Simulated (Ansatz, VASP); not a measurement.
Ga3As3CO in VASP and in Ansatz

INCAR

```
ALGO = Normal
DIPOL = 0.5 0.5 0.323
EDIFF = 1E-6
ENCUT = 520
GGA = PE
GGA_COMPAT = F
IDIPOL = 3
ISIF = 2
ISMEAR = 0
IVDW = 12
LASPH = T
LCHARG = F
LDIPOL = T
LREAL = F
LWAVE = F
NBANDS = 57
NELM = 120
NELMDL = -8
PREC = Accurate
SIGMA = 0.05
```

KPOINTS

```
k-points
0
Gamma
  7 5 1
```

Contents of POSCAR:

```
Ga3As3CO
1.0
    4.0137031111      0.0000000000      0.0000000000
    0.0000000000      5.6762333751      0.0000000000
    0.0000000000      0.0000000000     23.3352699083
Ga As O C
3 3 1 1
Direct
    0.5000000000      0.5000000000      0.1714143447
    0.0000000000      0.0653835255      0.2680035048
    0.5000000000      0.4894639609      0.3228546357
    0.0000000000      0.2500000000      0.1714143447
    0.5000000000      0.8102208698      0.2504948966
    0.0000000000      0.2887573198      0.3593388866
    0.3333333333      0.4554239865      0.4964703624
    0.3333333333      0.4554239865      0.5457519865
```

Input for Ansatz:

```yaml
crystal:
  lattice:
    - [4.0137031111, 0.0, 0.0]
    - [0.0, 5.6762333751, 0.0]
    - [0.0, 0.0, 23.3352699083]
  atoms:
    - { symbol: Ga, position: [0.5, 0.5, 0.1714143447] }
    - { symbol: As, position: [0.0, 0.25, 0.1714143447] }
    - { symbol: Ga, position: [0.0, 0.0653835255, 0.2680035048] }
    - { symbol: As, position: [0.5, 0.8102208698, 0.2504948966] }
    - { symbol: Ga, position: [0.5, 0.4894639609, 0.3228546357] }
    - { symbol: As, position: [0.0, 0.2887573198, 0.3593388866] }
    - { symbol: O, position: [0.3333333333, 0.4554239865, 0.4964703624] }
    - { symbol: C, position: [0.3333333333, 0.4554239865, 0.5457519865] }
basis:
  ecutwfc: 420
kpoints:
  mp_grid: { grid: [7, 5, 1] }
hamiltonian:
  xc: pbe
  pseudopotentials: { kind: paw, azcp: { folder: soft_1 } }
  dispersion: d3bj
scf:
  occupations: { method: gaussian, width: 0.05 }
output:
  forces: true
  eigenvalues: true
efield:
  axis: 3
  dipole_correction: true
  ramp_width: 0.04
```

Alike in both runs: task single point; functional PBE; dispersion D3(BJ); k mesh 7 × 5 × 1; occupations gaussian, width 0.05 eV; no spin polarisation.

|  | VASP | Ansatz |
| --- | --- | --- |
| version | VASP 6.6.1 | Ansatz 0.2.0 |
| potentials or method | VASP PAW PBE potentials, release 64 (Ga_d, As_d, O, C), cutoff 520 eV | scalar-relativistic, plane waves, PAW |
| valence electrons in the cell | 94 | 94 |

Ansatz gave:

| Item | Value |
| --- | --- |
| gap on the k mesh at the Fermi level (eV) | 0.41 |
| least direct gap on the mesh (eV) | 0.75 |
| rms of the force components (eV/Å) | 0.545 |

**Question.** Which values does VASP return?

**Answer.** gap on the k mesh at the Fermi level (eV): 0.41; least direct gap on the mesh (eV): 0.75; rms of the force components (eV/Å): 0.379.

One of these differences is far larger than is usual between the two programs; its cause wasn't traced.

Noted on VASP's run: the standard files for N, O and F lose accuracy on very short bonds.
